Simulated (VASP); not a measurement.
Write the native input for VASP 6.6.1 that does the following.

* Task: relaxation of cell and atoms
* Functional: PBEsol
* Potentials or basis: VASP PAW PBE potentials, release 64 (Zr_sv, S)
* Cutoff: 600 eV
* k mesh: 14 × 14 × 14
* Occupations: gaussian, width 0.1 eV
* Spin: no spin polarisation
* Target pressure: -3 GPa
* Dipole correction: no
* Further INCAR settings: ALGO = Normal; EDIFF = 1e-07; IBRION = 2; EDIFFG = -0.008; NSW = 70; ISIF = 3

The structure of ZrS lies in POSCAR:

```
ZrS
1.0
    0.0000000000      2.6074773921      2.6074773921
    2.6074773921      0.0000000000      2.6074773921
    2.6074773921      2.6074773921      0.0000000000
Zr S
1 1
Direct
    0.0000000000      0.0000000000      0.0000000000
    0.5000000000      0.5000000000      0.5000000000
```

The input as run:

INCAR

```
ALGO = Normal
EDIFF = 1E-7
EDIFFG = -0.008
ENCUT = 600
GGA = PS
IBRION = 2
ISIF = 3
ISMEAR = 0
LASPH = T
LCHARG = F
LREAL = F
LWAVE = F
NELM = 80
NSW = 70
PREC = Accurate
PSTRESS = -30.0
SIGMA = 0.1
```

KPOINTS

```
k-points
0
Gamma
  14 14 14
```

Potentials or basis: VASP PAW PBE potentials, release 64 (Zr_sv, S).

Command:

```console
$ cat potpaw_PBE.64/Zr_sv/POTCAR potpaw_PBE.64/S/POTCAR > POTCAR
$ mpirun -np 1 vasp_std > vasp.out
```

It gave:

```json
{
 "Relaxed volume": "17.64 Å³/atom",
 "Relaxed cell": "a = 3.681 Å, b = 3.681 Å, c = 3.681 Å, α = 60.00°, β = 60.00°, γ = 60.00°",
 "Space group after relaxing (to 0.1 Å)": "Fm-3m (No. 225)",
 "Energy change on relaxing (the run minimises the enthalpy)": "-1.9 meV/atom",
 "Ionic steps": "3",
 "Pressure after relaxing": "-3.0 GPa"
}
```

Caveat: the cell is relaxed towards a set pressure, so the run minimises the enthalpy, not the energy; the highest band is partly filled, so the run has too few bands; the PAW data sets were made with another functional, which shifts forces and pressure a little.

Wall time 69 s on 1 thread of Intel(R) Xeon(R) 6975P-C (Granite Rapids) (shared host), peak memory 0.21 GiB.
